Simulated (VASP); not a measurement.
Set up this calculation in VASP 6.6.1, as the native input.

```yaml
Task: single point
Functional: PBE0
Potentials_or_basis: VASP PAW PBE potentials, release 64 (Al)
Cutoff: 520 eV
k_mesh: 6 × 6 × 6
Occupations: fermi-dirac, width 0.05 eV
Spin: no spin polarisation
Dipole_correction: no
Grid_for_exact_exchange_PRECFOCK: Normal
Further_INCAR_settings: ALGO = Normal; EDIFF = 1e-07; NBANDS = 8
```

Al:

```
CELL_PARAMETERS angstrom
-1.56971 1.56971 1.56971
1.56971 -1.56971 1.56971
1.56971 1.56971 -1.56971
ATOMIC_POSITIONS crystal
Al 0.00000 0.00000 0.00000
```

One way to write it, as run:

POSCAR

```
Al
1.0
   -1.5697130985      1.5697130985      1.5697130985
    1.5697130985     -1.5697130985      1.5697130985
    1.5697130985      1.5697130985     -1.5697130985
Al
1
Direct
    0.0000000000      0.0000000000      0.0000000000
```

INCAR.step1

```
  PREC = Accurate
  ENCUT = 520
  EDIFF = 1E-5
  ISMEAR = -1
  SIGMA = 0.05
  LREAL = F
  LASPH = T
  NELM = 60
  ALGO = Normal
  ISIF = 2
  LWAVE = T
  LCHARG = F
  GGA = PE
  NBANDS = 8
```

INCAR.step2

```
  PREC = Accurate
  ENCUT = 520
  EDIFF = 1E-7
  ISMEAR = -1
  SIGMA = 0.05
  LREAL = F
  LASPH = T
  NELM = 60
  ALGO = Normal
  ISIF = 2
  LWAVE = F
  LCHARG = F
  GGA = PE
  LHFCALC = T
  AEXX = 0.25
  PRECFOCK = Normal
  ISTART = 1
  NBANDS = 8
```

KPOINTS

```
regular mesh
0
Gamma
  6 6 6
```

Potentials or basis: VASP PAW PBE potentials, release 64 (Al).

Run with:

```sh
$ cat potpaw_PBE.64/Al/POTCAR > POTCAR
$ cp INCAR.step1 INCAR
$ mpirun -np 1 vasp_std > vasp.out
$ cp INCAR.step2 INCAR
$ mpirun -np 1 vasp_std > vasp.out
```

It gave:

```
Pressure : 7.3 GPa
```

Caveat: the k points lie up to 0.47 Å⁻¹ apart; the PAW data sets were made with another functional, which shifts forces and pressure a little.

It took 54 s on 1 thread of Intel(R) Xeon(R) Platinum 8259CL CPU @ 2.50GHz (Skylake/Cascade Lake), on a shared host, peak memory 0.12 GiB.
